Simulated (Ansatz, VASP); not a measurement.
One calculation of NaCl, two programs

INCAR

```
SYSTEM = NaCl
PREC     = Accurate       ! precision mode
ENCUT    = 520            ! plane-wave cutoff, eV
EDIFF    = 1E-6           ! SCF threshold, eV
ISMEAR   = 0              ! smearing method
SIGMA    = 0.05           ! smearing width, eV
LREAL    = .False.        ! projectors in reciprocal space
LASPH    = .True.         ! aspherical terms in the spheres
NELM     = 100            ! most SCF steps
ALGO     = Normal         ! electronic algorithm
ISIF     = 2              ! what is computed and relaxed
LWAVE    = .False.        ! write WAVECAR
LCHARG   = .False.        ! write CHGCAR
GGA      = PE             ! functional
NBANDS   = 22             ! bands
```

File KPOINTS:

```
regular mesh
0
Gamma
  6 6 6
  0 0 0
```

File POSCAR:

```
NaCl
1.0
   -3.5050044763      0.0000000000     -3.5050044763
    0.0000000000     -3.5050044763     -3.5050044763
   -3.5050044763     -3.5050044763      0.0000000000
Na Cl
2 2
Direct
    0.0000000000      0.0000000000      0.0000000000
    0.5000000000      0.5000000000      0.5000000000
    0.2500000000      0.2500000000      0.2500000000
    0.7500000000      0.7500000000      0.7500000000
```

Input for Ansatz:

```yaml
crystal:
  lattice:
    - [-3.5050044763, 0.0, -3.5050044763]
    - [0.0, -3.5050044763, -3.5050044763]
    - [-3.5050044763, -3.5050044763, 0.0]
  atoms:
    - { symbol: Na, position: [0.0, 0.0, 0.0] }
    - { symbol: Na, position: [0.5, 0.5, 0.5] }
    - { symbol: Cl, position: [0.25, 0.25, 0.25] }
    - { symbol: Cl, position: [0.75, 0.75, 0.75] }
basis:
  ecutwfc: 420
kpoints:
  mp_grid: { grid: [6, 6, 6] }
hamiltonian:
  xc: pbe
scf:
  occupations: { method: gaussian, width: 0.05 }
output:
  forces: true
  stress: true
  eigenvalues: true
  write_density: true
  write_potential: true
  elf: true
  volumetric_format: npy
```

Alike in both runs: task single point; functional PBE; k mesh 6 × 6 × 6; occupations gaussian, width 0.05 eV; no spin polarisation.

|  | VASP | Ansatz |
| --- | --- | --- |
| version | VASP 6.6.1 | Ansatz 0.2.0 |
| potentials or method | VASP PAW PBE potentials, release 64 (Na_pv, Cl), cutoff 520 eV | scalar-relativistic, plane waves, PAW |
| valence electrons in the cell | 28 | 32 |

|  | VASP | Ansatz | Ansatz less VASP |
| --- | --- | --- | --- |
| gap on the k mesh at the Fermi level (eV) | 3.97 | 3.97 | 0.000 |
| least direct gap on the mesh (eV) | 4.46 | 4.46 | 0.000 |
| pressure (GPa) | 0.0 | 0.0 | +0.05 |

VASP's potentials hold 28 valence electrons a cell and Ansatz's 32, so a difference there can come from the potentials and not from the codes.
